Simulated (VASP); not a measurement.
# Rh (Fm-3m) in VASP: elastic constants with LDA

Aim: the elastic constants of Rh with LDA.

Program: VASP 6.6.1. These are calculated values, not measurements. Logs are shortened: lines on timing, memory, paths and dates and some standing lists are left out, and cuts for length are marked.

## 1. The cell of the first run

It takes space group Fm-3m (No. 225, cubic). The conventional cell has a = 3.806 Å, b = 3.806 Å, c = 3.806 Å, α = 90.00°, β = 90.00°, γ = 90.00°. Within 3.5 Å of Rh (site symmetry m-3m) lie 12 Rh at 2.69 Å.

## 2. Elastic constants, LDA

Contents of INCAR:

```
ALGO = Normal
EDIFF = 1E-8
ENCUT = 600
IBRION = 6
ISIF = 3
ISMEAR = -1
LASPH = T
LCHARG = T
LREAL = F
LWAVE = F
NELM = 80
NFREE = 2
NSW = 1
POTIM = 0.015
PREC = Accurate
SIGMA = 0.15
```

Contents of KPOINTS:

```
k-points
0
Gamma
  18 18 18
```

Contents of POSCAR:

```
Rh
1.0
    0.0000000000      1.9029860900      1.9029860900
    1.9029860900      0.0000000000      1.9029860900
    1.9029860900      1.9029860900      0.0000000000
Rh
1
Direct
    0.0000000000      0.0000000000      0.0000000000
```

Potentials or basis: VASP PAW LDA potentials, release 64 (Rh_pv).

Started as:

```sh
> cat potpaw_LDA.64/Rh_pv/POTCAR > POTCAR
> mpirun -np 1 vasp_std > vasp.out
```

OUTCAR:

```text
EDIFF = 1E-8
   ENCUT = 600
   IBRION = 6
   ISIF = 3
   ISMEAR = -1
   LASPH = T
   LREAL = F
   NELM = 80
   NFREE = 2
   NSW = 1
   POTIM = 0.015
   PREC = Accurate

 ion  position               nearest neighbor table
   1  0.000  0.000  0.000-

  LATTYP: Found a face centered cubic cell.
 ALAT       =     3.8059721800

  Lattice vectors:

 A1 = (   0.0000000000,   1.9029860900,   1.9029860900)
 A2 = (   1.9029860900,   0.0000000000,   1.9029860900)
 A3 = (   1.9029860900,   1.9029860900,   0.0000000000)

Analysis of symmetry for initial positions (statically):
=====================================================================
 Subroutine PRICEL returns:
 Original cell was already a primitive cell.

 Routine SETGRP: Setting up the symmetry group for a
 face centered cubic supercell.

 Subroutine GETGRP returns: Found 48 space group operations
 (whereof 48 operations were pure point group operations)
 out of a pool of 48 trial point group operations.

The static configuration has the point symmetry O_h .

Analysis of symmetry for dynamics (positions and initial velocities):
=====================================================================
 Subroutine PRICEL returns:
 Original cell was already a primitive cell.

 Routine SETGRP: Setting up the symmetry group for a
 face centered cubic supercell.

 Subroutine GETGRP returns: Found 48 space group operations
 (whereof 48 operations were pure point group operations)
 out of a pool of 48 trial point group operations.

The dynamic configuration has the point symmetry O_h .

 Subroutine INISYM returns: Found 48 space group operations
 (whereof 48 operations are pure point group operations),
 and found     1 'primitive' translations

----------------------------------------------------------------------------------------

                                     Primitive cell

  volume of cell :      13.7828

  direct lattice vectors                    reciprocal lattice vectors
     0.000000000  1.902986090  1.902986090    -0.262744958  0.262744958  0.262744958
     1.902986090  0.000000000  1.902986090     0.262744958 -0.262744958  0.262744958
     1.902986090  1.902986090  0.000000000     0.262744958  0.262744958 -0.262744958

  length of vectors
     2.691228737  2.691228737  2.691228737     0.455087616  0.455087616  0.455087616

  position of ions in fractional coordinates (direct lattice)
     0.000000000  0.000000000  0.000000000

  ion indices of the primitive-cell ions
   primitive index   ion index
                 1           1

----------------------------------------------------------------------------------------

 KPOINTS: k-points

Automatic generation of k-mesh.
 Grid dimensions read from file:
 generate k-points for:   18   18   18

 Generating k-lattice:

  Cartesian coordinates                     Fractional coordinates (reciprocal lattice)
    -0.014596942  0.014596942  0.014596942     0.055555556  0.000000000  0.000000000
     0.014596942 -0.014596942  0.014596942     0.000000000  0.055555556  0.000000000
     0.014596942  0.014596942 -0.014596942     0.000000000  0.000000000  0.055555556

  Length of vectors
     0.025282645  0.025282645  0.025282645

  Shift w.r.t. Gamma in fractional coordinates (k-lattice)
     0.000000000  0.000000000  0.000000000

 Subroutine IBZKPT returns following result:
[... 96 lines left out ...]
  free energy    TOTEN  =        -8.71500085 eV

  energy without entropy =       -8.61334984  energy(sigma->0) =       -8.66417535

------------------------ aborting loop because EDIFF is reached ----------------------------------------

  FORCE on cell =-STRESS in cart. coord.  units (eV):
  Direction    XX          YY          ZZ          XY          YZ          ZX
  --------------------------------------------------------------------------------------
  -------------------------------------------------------------------------------------
  Total       -0.8767299     -0.8767299     -0.8767299      0.0000000     -0.0000000      0.0000000
  in kB     -101.9153356   -101.9153356   -101.9153356      0.0000000     -0.0000000      0.0000000
  external PRESSURE =    -101.9153356 kB  Pullay stress =       0.0000000 kB
[... 86 lines left out ...]
  FREE ENERGIE OF THE ION-ELECTRON SYSTEM (eV)
  ---------------------------------------------------
  free  energy   TOTEN  =        -8.7239839970 eV

  energy  without entropy=       -8.6248935741  energy(sigma->0) =       -8.67443879

[... ionic steps 4 to 12 ...]

--------------------------------------- Ionic step       13  -------------------------------------------

 number of electron      15.0000002 magnetization

------------------------ aborting loop because EDIFF is reached ----------------------------------------
[... 65 lines left out ...]
--------------------------------------- Ionic step       15  -------------------------------------------

 number of electron      15.0000001 magnetization

 Free energy of the ion-electron system (eV)
  ---------------------------------------------------
  ext. energy  EPLUGINS =         0.00000000
  ---------------------------------------------------
  free energy    TOTEN  =        -8.71500018 eV

  energy without entropy =       -8.61334921  energy(sigma->0) =       -8.66417469

 E-fermi :  11.6461     XC(G=0): -14.3357

 val. band max:       11.6431618685   @ k =  -0.4444   0.4444   0.1111
 cond. band min:      11.6532338729   @ k =   0.3333   0.1111   0.0000
 fundamental gap:      0.0100720044
 Fermi energy:        11.6461228067

 k-point     1 :       0.0000    0.0000    0.0000
  band No.  band energies     occupation
      1     -34.4922      2.00000
      2     -34.4922      2.00000
      3     -34.4922      2.00000
      4       3.6515      2.00000
      5       8.5690      2.00000
      6       8.5690      2.00000
      7       8.5690      2.00000
      8      10.6848      1.99671
      9      10.6848      1.99671
     10      27.6166      0.00000
     11      32.0270      0.00000
[... 309 lines left out ...]
 k-point    24 :      -0.2222    0.0556    0.0000
  band No.  band energies     occupation
      1     -34.8496      2.00000
      2     -34.5652      2.00000
      3     -34.5330      2.00000
      4       5.4866      2.00000
      5       8.2248      2.00000
      6       8.9673      2.00000
      7       9.0194      2.00000
      8      10.4858      1.99913
      9      11.1691      1.92014
     10      27.0687      0.00000
     11      29.3310      0.00000

 [... further k-points ...]

------------------------ aborting loop because EDIFF is reached ----------------------------------------

  FORCE on cell =-STRESS in cart. coord.  units (eV):
  Direction    XX          YY          ZZ          XY          YZ          ZX
  --------------------------------------------------------------------------------------
  -------------------------------------------------------------------------------------
  Total       -0.8767914     -0.8767914     -0.8767914     -0.0000000      0.0000000     -0.0000000
  in kB     -101.9224930   -101.9224930   -101.9224930     -0.0000000      0.0000000     -0.0000000
  external PRESSURE =    -101.9224930 kB  Pullay stress =       0.0000000 kB
[... 16 lines left out ...]
  FREE ENERGIE OF THE ION-ELECTRON SYSTEM (eV)
  ---------------------------------------------------
  free  energy   TOTEN  =        -8.7150001761 eV

  energy  without entropy=       -8.6133492060  energy(sigma->0) =       -8.66417469

 INTERNAL STRAIN TENSORS FROM STRAINED CELLS
 ============================================

 INTERNAL STRAIN TENSOR FOR ION    1 for displacements in x,y,z  (eV/Angst):
          X           Y           Z          XY          YZ          ZX
  --------------------------------------------------------------------------------
  x     0.00000     0.00000    -0.00000    -0.00000     0.00000     0.00000
  y    -0.00000    -0.00000     0.00000    -0.00000     0.00000     0.00000
  z    -0.00000     0.00000     0.00000    -0.00000    -0.00000     0.00000

 INTERNAL STRAIN TENSORS FROM DISPLACED ATOMS
 ============================================

 INTERNAL STRAIN TENSOR FOR ION    1 for displacements in x,y,z  (eV/Angst):
          X           Y           Z          XY          YZ          ZX
  --------------------------------------------------------------------------------
  x     0.00000     0.00000     0.00000     0.00000     0.00000     0.00000
  y     0.00000     0.00000     0.00000     0.00000     0.00000     0.00000
  z     0.00000     0.00000     0.00000     0.00000     0.00000     0.00000

 Eigenvectors and eigenvalues of the dynamical matrix
 ----------------------------------------------------

   1 f/i=    0.000000 THz     0.000000 2PiTHz    0.000000 cm-1     0.000000 meV
             X         Y         Z           dx          dy          dz
      0.000000  0.000000  0.000000     1.000000    0.000000    0.000000

   2 f/i=    0.000000 THz     0.000000 2PiTHz    0.000000 cm-1     0.000000 meV
             X         Y         Z           dx          dy          dz
      0.000000  0.000000  0.000000     0.000000    1.000000    0.000000

   3 f/i=    0.000000 THz     0.000000 2PiTHz    0.000000 cm-1     0.000000 meV
             X         Y         Z           dx          dy          dz
      0.000000  0.000000  0.000000     0.000000    0.000000    1.000000

--------------------------------------------------------------------------------------------------------

 ELASTIC MODULI CONTR FROM IONIC RELAXATION (kBar)
 Direction    XX          YY          ZZ          XY          YZ          ZX
 --------------------------------------------------------------------------------
 XX           0.0000      0.0000      0.0000      0.0000      0.0000      0.0000
 YY           0.0000      0.0000      0.0000      0.0000      0.0000      0.0000
 ZZ           0.0000      0.0000      0.0000      0.0000      0.0000      0.0000
 XY           0.0000      0.0000      0.0000      0.0000      0.0000      0.0000
 YZ           0.0000      0.0000      0.0000      0.0000      0.0000      0.0000
 ZX           0.0000      0.0000      0.0000      0.0000      0.0000      0.0000
 --------------------------------------------------------------------------------

 TOTAL ELASTIC MODULI (kBar)
 Direction    XX          YY          ZZ          XY          YZ          ZX
 --------------------------------------------------------------------------------
 XX        4263.4677   1888.7255   1888.7255      0.0000      0.0000     -0.0000
 YY        1888.7255   4263.4677   1888.7255     -0.0000     -0.0000     -0.0000
 ZZ        1888.7255   1888.7255   4263.4677      0.0000      0.0000      0.0000
 XY           0.0000     -0.0000      0.0000   1855.1896     -0.0000      0.0000
 YZ           0.0000     -0.0000      0.0000     -0.0000   1855.1896      0.0000
 ZX          -0.0000     -0.0000      0.0000      0.0000      0.0000   1855.1896
 --------------------------------------------------------------------------------
```

Wall time 8.6 min (1 thread of Intel Xeon 6975P-C (Granite Rapids), shared host); peak memory 0.6 GiB.

What came out:

- Elastic constants C11, C12, C44: 426, 189, 186 GPa
- Voigt bulk modulus: 268 GPa

Elastic tensor in Voigt notation (GPa, in the Cartesian axes of the cell as first typed):
```
426 189 189   0   0   0
189 426 189   0   0   0
189 189 426   0   0   0
  0   0   0 186   0   0
  0   0   0   0 186   0
  0   0   0   0   0 186
```

Clamped-ion elastic tensor (GPa):
```
426 189 189   0   0   0
189 426 189   0   0   0
189 189 426   0   0   0
  0   0   0 186   0   0
  0   0   0   0 186   0
  0   0   0   0   0 186
```

Caveat: the cell is under stress, which shifts elastic constants.
